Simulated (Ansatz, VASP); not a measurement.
# Mo3Pb: VASP beside Ansatz

```xyz
4
Lattice="4.1183 0.0000 0.0000 0.0000 4.1183 0.0000 0.0000 0.0000 4.1183" Properties=species:S:1:pos:R:3 pbc="T T T"
Mo    0.0000    2.0592    2.0592
Mo    2.0592    0.0000    2.0592
Mo    2.0592    2.0592    0.0000
Pb    0.0000    0.0000    0.0000
```

Alike in both runs: functional PBE; k mesh 12 × 12 × 12; occupations gaussian, width 0.1 eV; no spin polarisation.

Ansatz relaxed the structure, and its values are those at the end. VASP's run is a single point on that final structure, the one shown.

```csv
,VASP,Ansatz
version,VASP 6.6.1,Ansatz 0.2.0
potentials or method,"VASP PAW PBE potentials, release 64 (Mo_sv, Pb_d), cutoff 520 eV","scalar-relativistic, plane waves, PAW"
valence electrons in the cell,56,56
```

Ansatz gave:

* gap on the k mesh at the Fermi level (eV): none
* pressure (GPa): 0.0

**Question.** Estimate VASP's values.

**Answer.** gap on the k mesh at the Fermi level (eV): none; pressure (GPa): 0.3.

A gap of «none» marks a metal or a gap that the smearing closes. The functional is the same, so the differences come from potentials, cutoffs and numerics.

Spin-orbit coupling is off throughout.
